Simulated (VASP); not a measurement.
# Ru (P6_3/mmc) in VASP: notebook

The runs below take Ru through single point, with PBE.

Program: VASP 6.6.1. These are calculated values, not measurements. Logs are shortened: lines on timing, memory, paths and dates and some standing lists are left out, and cuts for length are marked.

**1. The cell of the first run**

The structure is hexagonal, space group P6_3/mmc (No. 194). The conventional cell has a = 2.706 Å, b = 2.706 Å, c = 4.410 Å, α = 90.00°, β = 90.00°, γ = 120.00°. Ru (site symmetry -6m2) has 12 Ru at 2.70 to 2.71 Å within 3.6 Å.

**2. Single point, PBE (strain +0.000 along x and y, +0.030 along z)**

Contents of INCAR:

```
SYSTEM = Ru
  PREC = Accurate
  ENCUT = 500
  EDIFF = 1E-6
  ISMEAR = 0
  SIGMA = 0.15
  LREAL = .False.
  LASPH = .True.
  NELM = 120
  ALGO = Normal
  ISIF = 2
  LWAVE = .False.
  LCHARG = .True.
  GGA = PE
  LELF = .True.
  LVHAR = .True.
  NBANDS = 21
  GGA_COMPAT = .False.
```

Contents of KPOINTS:

```
regular mesh
0
Gamma
  24 24 12
  0 0 0
```

Contents of POSCAR:

```
Ru
1.0
    2.7057993342      0.0000000000      0.0000000000
   -1.3528996671      2.3432909610      0.0000000000
    0.0000000000      0.0000000000      4.4103570000
Ru
2
Direct
    0.3333333333      0.6666666667      0.2500000000
    0.6666666667      0.3333333333      0.7500000000
```

Potentials or basis: VASP PAW PBE potentials, release 64 (Ru_pv).

Launch:

```
> cat potpaw_PBE.64/Ru_pv/POTCAR > POTCAR
> mpirun -np 1 vasp_std > vasp.out
```

OUTCAR:

```text
SYSTEM = Ru
   PREC = Accurate
   ENCUT = 500
   EDIFF = 1E-6
   ISMEAR = 0
   LREAL = .False.
   LASPH = .True.
   NELM = 120
   ISIF = 2
   GGA = PE

 ion  position               nearest neighbor table
   1  0.333  0.667  0.250-   2 2.70   2 2.70   2 2.70   2 2.70   2 2.70   2 2.70
   2  0.667  0.333  0.750-   1 2.70   1 2.70   1 2.70   1 2.70   1 2.70   1 2.70

  LATTYP: Found a hexagonal cell.
 ALAT       =     2.7057993342
 C/A-ratio  =     1.6299645522

  Lattice vectors:

 A1 = (   2.7057993342,   0.0000000000,   0.0000000000)
 A2 = (  -1.3528996671,   2.3432909610,   0.0000000000)
 A3 = (   0.0000000000,   0.0000000000,   4.4103570000)

Analysis of symmetry for initial positions (statically):
=====================================================================
 Subroutine PRICEL returns:
 Original cell was already a primitive cell.

 Routine SETGRP: Setting up the symmetry group for a
 hexagonal supercell.

 Subroutine GETGRP returns: Found 24 space group operations
 (whereof 12 operations were pure point group operations)
 out of a pool of 24 trial point group operations.

The static configuration has the point symmetry D_3d.
 The point group associated with its full space group is D_6h.

Analysis of symmetry for dynamics (positions and initial velocities):
=====================================================================
 Subroutine PRICEL returns:
 Original cell was already a primitive cell.

 Routine SETGRP: Setting up the symmetry group for a
 hexagonal supercell.

 Subroutine GETGRP returns: Found 24 space group operations
 (whereof 12 operations were pure point group operations)
 out of a pool of 24 trial point group operations.

The dynamic configuration has the point symmetry D_3d.
 The point group associated with its full space group is D_6h.

 Subroutine INISYM returns: Found 24 space group operations
 (whereof 12 operations are pure point group operations),
 and found     1 'primitive' translations

----------------------------------------------------------------------------------------

                                     Primitive cell

  volume of cell :      27.9638

  direct lattice vectors                    reciprocal lattice vectors
     2.705799334  0.000000000  0.000000000     0.369576556  0.213375124  0.000000000
    -1.352899667  2.343290961  0.000000000     0.000000000  0.426750249  0.000000000
     0.000000000  0.000000000  4.410357000     0.000000000  0.000000000  0.226739015

  length of vectors
     2.705799334  2.705799334  4.410357000     0.426750249  0.426750249  0.226739015

  position of ions in fractional coordinates (direct lattice)
     0.333333333  0.666666667  0.250000000
     0.666666667  0.333333333  0.750000000

  ion indices of the primitive-cell ions
   primitive index   ion index
                 1           1
                 2           2

----------------------------------------------------------------------------------------

 KPOINTS: regular mesh

Automatic generation of k-mesh.
 Grid dimensions read from file:
 generate k-points for:   24   24   12

 Generating k-lattice:

  Cartesian coordinates                     Fractional coordinates (reciprocal lattice)
     0.015399023  0.008890630  0.000000000     0.041666667  0.000000000  0.000000000
     0.000000000  0.017781260  0.000000000     0.000000000  0.041666667  0.000000000
     0.000000000  0.000000000  0.018894918     0.000000000  0.000000000  0.083333333

  Length of vectors
     0.017781260  0.017781260  0.018894918

  Shift w.r.t. Gamma in fractional coordinates (k-lattice)
     0.000000000  0.000000000  0.000000000

 Subroutine IBZKPT returns following result:
 ===========================================

 Found    427 irreducible k-points:

 Following reciprocal coordinates:
            Coordinates               Weight
  0.000000  0.000000  0.000000      1.000000
  0.041667  0.000000  0.000000      6.000000
  0.083333  0.000000  0.000000      6.000000
  0.125000 -0.000000  0.000000      6.000000
  0.166667 -0.000000  0.000000      6.000000
  0.208333 -0.000000  0.000000      6.000000
[... 16 lines left out ...]
  0.416667  0.041667  0.000000     12.000000
  0.458333  0.041667  0.000000     12.000000
 [... further k-points ...]
   k-points           NKPTS =    427   k-points in BZ     NKDIM =    427   number of bands    NBANDS=     21
   number of dos      NEDOS =    301   number of ions     NIONS =      2
   total plane-waves  NPLWV =  12800
   dimension x,y,z NGX =    20 NGY =   20 NGZ =   32
   dimension x,y,z NGXF=    40 NGYF=   40 NGZF=   64
   ions per type =               2
   NGX,Y,Z   is equivalent  to a cutoff of  12.29, 12.29, 12.06 a.u.
   NGXF,Y,Z  is equivalent  to a cutoff of  24.58, 24.58, 24.12 a.u.
 SYSTEM =  Ru
   PREC   = accura    normal or accurate (medium, high low for compatibility)
   ISTART =      0    job   : 0-new  1-cont  2-samecut
   ICHARG =      2    charge: 1-file 2-atom 10-const
[... 79 lines left out ...]
      4     -30.2265      2.00000
      5     -30.2194      2.00000
      6     -30.2152      2.00000
[... 13 lines left out ...]
     20      22.7697      0.00000
     21      22.7730      0.00000

 k-point     3 :       0.0833    0.0000    0.0000
  band No.  band energies     occupation
      1     -31.1664      2.00000
      2     -30.3955      2.00000
      3     -30.3614      2.00000
      4     -30.2649      2.00000
      5     -30.2256      2.00000
      6     -30.2211      2.00000
[... 13 lines left out ...]
     20      22.7696      0.00000
     21      22.7729      0.00000

 k-point     4 :       0.1250   -0.0000    0.0000
  band No.  band energies     occupation
      1     -31.1406      2.00000
      2     -30.4547      2.00000
      3     -30.3799      2.00000
      4     -30.3255      2.00000
      5     -30.2359      2.00000
      6     -30.2306      2.00000
[... 13 lines left out ...]
     20      22.7697      0.00000
     21      22.7727      0.00000

 k-point     5 :       0.1667   -0.0000    0.0000
  band No.  band energies     occupation
      1     -31.1059      2.00000
      2     -30.5319      2.00000
      3     -30.4035      2.00000
      4     -30.4033      2.00000
      5     -30.2506      2.00000
      6     -30.2434      2.00000
[... 13 lines left out ...]
     20      22.7696      0.00000
     21      22.7724      0.00000

 k-point     6 :       0.2083   -0.0000    0.0000
  band No.  band energies     occupation
      1     -31.0633      2.00000
      2     -30.6217      2.00000
      3     -30.4923      2.00000
      4     -30.4305      2.00000
      5     -30.2696      2.00000
      6     -30.2586      2.00000
[... 13 lines left out ...]
     20      22.7696      0.00000
     21      22.7721      0.00000

 k-point     7 :       0.2500   -0.0000    0.0000
  band No.  band energies     occupation
      1     -31.0147      2.00000
      2     -30.7179      2.00000
      3     -30.5862      2.00000
      4     -30.4590      2.00000
      5     -30.2929      2.00000
      6     -30.2754      2.00000
[... 13 lines left out ...]
     20      22.7696      0.00000
     21      22.7717      0.00000
[... 291 lines left out ...]
      1     -30.9318      2.00000
      2     -30.8585      2.00000
      3     -30.7259      2.00000
      4     -30.5031      2.00000
      5     -30.3369      2.00000
      6     -30.3081      2.00000
[... 13 lines left out ...]
     20      22.7694      0.00000
     21      22.7706      0.00000

 k-point    21 :       0.3333    0.0417    0.0000
  band No.  band energies     occupation
      1     -30.9411      2.00000
      2     -30.8779      2.00000
      3     -30.8016      2.00000
      4     -30.5288      2.00000
      5     -30.3688      2.00000
      6     -30.3238      2.00000
[... 13 lines left out ...]
     20      22.7647      0.00000
     21      22.7696      0.00000

 k-point    22 :       0.3750    0.0417    0.0000
  band No.  band energies     occupation
      1     -31.0084      2.00000
      2     -30.8628      2.00000
      3     -30.8275      2.00000
      4     -30.5494      2.00000
      5     -30.4011      2.00000
      6     -30.3367      2.00000
[... 13 lines left out ...]
     20      22.6947      0.00000
     21      22.7718      0.00000

 k-point    23 :       0.4167    0.0417    0.0000
  band No.  band energies     occupation
      1     -31.0559      2.00000
      2     -30.9057      2.00000
      3     -30.7862      2.00000
      4     -30.5637      2.00000
      5     -30.4297      2.00000
      6     -30.3459      2.00000
[... 13 lines left out ...]
     20      22.7692      0.00000
     21      22.8982      0.00000

 k-point    24 :       0.4583    0.0417    0.0000
  band No.  band energies     occupation
      1     -31.0804      2.00000
      2     -30.9279      2.00000
      3     -30.7617      2.00000
      4     -30.5711      2.00000
      5     -30.4475      2.00000
      6     -30.3506      2.00000
[... 13 lines left out ...]
     20      22.7689      0.00000
     21      23.1257      0.00000

 [... further k-points ...]

------------------------ aborting loop because EDIFF is reached ----------------------------------------

  FORCE on cell =-STRESS in cart. coord.  units (eV):
  Direction    XX          YY          ZZ          XY          YZ          ZX
  --------------------------------------------------------------------------------------
  -------------------------------------------------------------------------------------
  Total       -0.0005451     -0.0005451     -2.4768490      0.0000000      0.0000000      0.0000000
  in kB       -0.0312311     -0.0312311   -141.9105134      0.0000000      0.0000000      0.0000000
  external PRESSURE =     -47.3243252 kB  Pullay stress =       0.0000000 kB

 VOLUME and BASIS-vectors are now :
 -----------------------------------------------------------------------------
  energy-cutoff  :      500.00
  volume of cell :       27.96
      direct lattice vectors                 reciprocal lattice vectors
     2.705799334  0.000000000  0.000000000     0.369576556  0.213375124  0.000000000
    -1.352899667  2.343290961  0.000000000     0.000000000  0.426750249  0.000000000
     0.000000000  0.000000000  4.410357000     0.000000000  0.000000000  0.226739015

 POSITION                                       TOTAL-FORCE (eV/Angst)
 -----------------------------------------------------------------------------------
     -0.00000      1.56219      1.10259        -0.000000      0.000000      0.000000
      1.35290      0.78110      3.30777         0.000000     -0.000000      0.000000
 -----------------------------------------------------------------------------------
    total drift:                               -0.000000      0.000000     -0.000000

  FREE ENERGIE OF THE ION-ELECTRON SYSTEM (eV)
  ---------------------------------------------------
  free  energy   TOTEN  =       -18.4432004317 eV

  energy  without entropy=      -18.4224370827  energy(sigma->0) =      -18.43281876
```

Wall time 4.1 min (1 thread of Intel Xeon 8259CL, shared host); peak memory 0.29 GiB.

What came out:

- Free energy: -18.4432 eV
- Pressure: -4.7 GPa
- Band gap on the k mesh: zero (bands 14 and 15 overlap by 3.02 eV)

Levels at points of the mesh, in eV from the Fermi level:
| k point | band 11 | band 12 | band 13 | band 14 | band 15 | band 16 | band 17 | band 18 |
| --- | --- | --- | --- | --- | --- | --- | --- | --- |
| (0.00, 0.00, 0.00) | -2.47 | -1.88 | -1.88 | -1.12 | -1.12 | 0.93 | 1.12 | 1.12 |
| (0.50, 0.00, 0.00) | -2.17 | -1.65 | -1.62 | 1.52 | 1.69 | 1.85 | 3.96 | 5.99 |
| (0.00, 0.00, 0.50) | -2.56 | -2.56 | -2.56 | -2.56 | 0.49 | 0.49 | 0.49 | 0.49 |
| (0.50, 0.00, 0.50) | -0.92 | -0.92 | 0.43 | 0.43 | 1.72 | 1.72 | 3.29 | 3.29 |

Caveat: the cell differs from its parent crystal (strain +0.000 along x and y, +0.030 along z); the cell stands under tension.

**3. Single point, PBE (strain +0.030 along x and y, -0.030 along z)**

Contents of INCAR:

```
SYSTEM = Ru
ALGO     = Normal         ! electronic algorithm
EDIFF    = 1E-6           ! SCF threshold, eV
ENCUT    = 500            ! plane-wave cutoff, eV
GGA      = PE             ! functional
GGA_COMPAT= .False.      
ISIF     = 2              ! what is computed and relaxed
ISMEAR   = 0              ! smearing method
LASPH    = .True.         ! aspherical terms in the spheres
LCHARG   = .False.        ! write CHGCAR
LREAL    = .False.        ! projectors in reciprocal space
LWAVE    = .False.        ! write WAVECAR
NBANDS   = 21             ! bands
NELM     = 120            ! most SCF steps
PREC     = Accurate       ! precision mode
SIGMA    = 0.15           ! smearing width, eV
```

Contents of KPOINTS:

```
k-points
0
Gamma
  24 24 12
  0 0 0
```

Contents of POSCAR:

```
Ru
1.0
    2.7869733142      0.0000000000      0.0000000000
   -1.3934866571      2.4135896898      0.0000000000
    0.0000000000      0.0000000000      4.1534430000
Ru
2
Direct
    0.3333333333      0.6666666667      0.2500000000
    0.6666666667      0.3333333333      0.7500000000
```

Potentials or basis: VASP PAW PBE potentials, release 64 (Ru_pv).

Launch:

```
> cat potpaw_PBE.64/Ru_pv/POTCAR > POTCAR
> mpirun -np 1 vasp_std > vasp.out
```

Wall time 4.3 min (1 thread of Intel Xeon 8259CL, shared host); peak memory 0.28 GiB.

The run converged. Its results:

| Item | Value |
| --- | --- |
| Free energy | -18.3970 eV |
| Pressure | -2.6 GPa |
| Band gap on the k mesh | zero (bands 14 and 15 overlap by 3.05 eV) |

Stress tensor (GPa, compression positive):
```
-10.18   0.00   0.00
  0.00 -10.18   0.00
  0.00   0.00  12.58
```

Levels at points of the mesh, in eV from the Fermi level:
```
           k point  band 11  band 12  band 13  band 14  band 15  band 16  band 17  band 18
(0.00, 0.00, 0.00)    -1.80    -1.79    -1.79    -1.79    -1.79     1.11     1.11     1.95
(0.50, 0.00, 0.00)    -1.96    -1.68    -1.16     0.98     1.52     2.05     3.72     5.68
(0.00, 0.00, 0.50)    -2.90    -2.90    -2.32    -2.32     0.57     0.57     0.57     0.57
(0.50, 0.00, 0.50)    -1.25    -1.25     0.37     0.37     1.33     1.33     3.20     3.20
```

Caveat: the cell differs from its parent crystal (strain +0.030 along x and y, -0.030 along z).

**4. Single point, PBE (strain +0.015 along x and y, +0.000 along z)**

Contents of INCAR:

```
SYSTEM = Ru
  ALGO = Normal
  EDIFF = 1E-6
  ENCUT = 500
  GGA = PE
  GGA_COMPAT = .FALSE.
  ISIF = 2
  ISMEAR = 0
  LASPH = .TRUE.
  LCHARG = .FALSE.
  LREAL = .FALSE.
  LWAVE = .FALSE.
  NBANDS = 21
  NELM = 120
  PREC = Accurate
  SIGMA = 0.15
```

Contents of KPOINTS:

```
k-points
0
G
  24 24 12
  0 0 0
```

Contents of POSCAR:

```
Ru
1.0
    2.7463863242      0.0000000000      0.0000000000
   -1.3731931621      2.3784403254      0.0000000000
    0.0000000000      0.0000000000      4.2819000000
Ru
2
Direct
    0.3333333333      0.6666666667      0.2500000000
    0.6666666667      0.3333333333      0.7500000000
```

Launch:

```
> cat potpaw_PBE.64/Ru_pv/POTCAR > POTCAR
> mpirun -np 1 vasp_std > vasp.out
```

Wall time 4.2 min (1 thread of Intel Xeon 8259CL, shared host); peak memory 0.29 GiB.

It converged, with:

| Property | Result |
| --- | --- |
| Free energy | -18.4681 eV |
| Pressure | -4.6 GPa |
| Band gap on the k mesh | zero (bands 14 and 15 overlap by 3.04 eV) |

Stress tensor (GPa, compression positive):
```
-6.05  0.00  0.00
 0.00 -6.05  0.00
 0.00  0.00 -1.61
```

Levels at points of the mesh, in eV from the Fermi level:
| k point | band 11 | band 12 | band 13 | band 14 | band 15 | band 16 | band 17 | band 18 |
| --- | --- | --- | --- | --- | --- | --- | --- | --- |
| (0.00, 0.00, 0.00) | -2.19 | -1.83 | -1.83 | -1.45 | -1.45 | 1.11 | 1.11 | 1.42 |
| (0.50, 0.00, 0.00) | -1.92 | -1.80 | -1.40 | 1.25 | 1.68 | 1.86 | 3.85 | 5.85 |
| (0.00, 0.00, 0.50) | -2.71 | -2.71 | -2.55 | -2.55 | 0.51 | 0.51 | 0.51 | 0.51 |
| (0.50, 0.00, 0.50) | -1.08 | -1.08 | 0.41 | 0.41 | 1.52 | 1.52 | 3.25 | 3.25 |

Caveat: the cell differs from its parent crystal (strain +0.015 along x and y, +0.000 along z); the cell stands under tension.

**5. Single point, PBE (strain +0.015 along x and y, +0.015 along z)**

Contents of INCAR:

```
ALGO = Normal
EDIFF = 1E-6
ENCUT = 500
GGA = PE
GGA_COMPAT = F
ISIF = 2
ISMEAR = 0
LASPH = T
LCHARG = F
LREAL = F
LWAVE = F
NBANDS = 21
NELM = 120
PREC = Accurate
SIGMA = 0.15
```

Contents of KPOINTS:

```
k-points
0
Gamma
  24 24 12
```

Changes to POSCAR since step 4:

```diff
@@ -4,3 +4,3 @@
    -1.3731931621      2.3784403254      0.0000000000
-    0.0000000000      0.0000000000      4.2819000000
+    0.0000000000      0.0000000000      4.3461285000
 Ru
```

Launch:

```
> cat potpaw_PBE.64/Ru_pv/POTCAR > POTCAR
> mpirun -np 1 vasp_std > vasp.out
```

It took 4.2 min on 1 thread of Intel Xeon 8259CL, shared host; peak memory 0.29 GiB.

The run converged. Its results:

```yaml
Free_energy: -18.4526 eV
Pressure: -8.9 GPa
Band_gap_on_the_k_mesh: zero (bands 14 and 15 overlap by 2.95 eV)
```

Stress tensor (GPa, compression positive):
```
 -8.30   0.00   0.00
  0.00  -8.30   0.00
  0.00   0.00 -10.26
```

Levels at points of the mesh, in eV from the Fermi level:
| k point | band 11 | band 12 | band 13 | band 14 | band 15 | band 16 | band 17 | band 18 |
| --- | --- | --- | --- | --- | --- | --- | --- | --- |
| (0.00, 0.00, 0.00) | -2.28 | -1.80 | -1.80 | -1.31 | -1.31 | 1.09 | 1.09 | 1.24 |
| (0.50, 0.00, 0.00) | -1.97 | -1.72 | -1.45 | 1.31 | 1.69 | 1.76 | 3.82 | 5.80 |
| (0.00, 0.00, 0.50) | -2.59 | -2.59 | -2.58 | -2.58 | 0.49 | 0.49 | 0.49 | 0.49 |
| (0.50, 0.00, 0.50) | -1.00 | -1.00 | 0.41 | 0.41 | 1.54 | 1.54 | 3.22 | 3.22 |

Caveat: the cell differs from its parent crystal (strain +0.015 along x and y, +0.015 along z); the cell stands under tension.

**6. Overview**

```csv
cell,gap on the mesh (eV),pressure (GPa)
"a = 2.706, b = 2.706, c = 4.410 Å, angles 90.0, 90.0, 120.0°, 2 atoms",none,-4.7
"a = 2.787, b = 2.787, c = 4.153 Å, angles 90.0, 90.0, 120.0°, 2 atoms",none,-2.6
"a = 2.746, b = 2.746, c = 4.282 Å, angles 90.0, 90.0, 120.0°, 2 atoms",none,-4.6
"a = 2.746, b = 2.746, c = 4.346 Å, angles 90.0, 90.0, 120.0°, 2 atoms",none,-8.9
```

Alike in all rows: task single point; level PBE; potentials or basis VASP PAW PBE potentials, release 64 (Ru_pv); no spin polarisation; k mesh 24 × 24 × 12; cutoff (eV) 500; smearing gaussian 0.15 eV.

Caveats: the cell stands under tension (at least some runs).

Absolute energies hang on the potentials; compare differences alone.
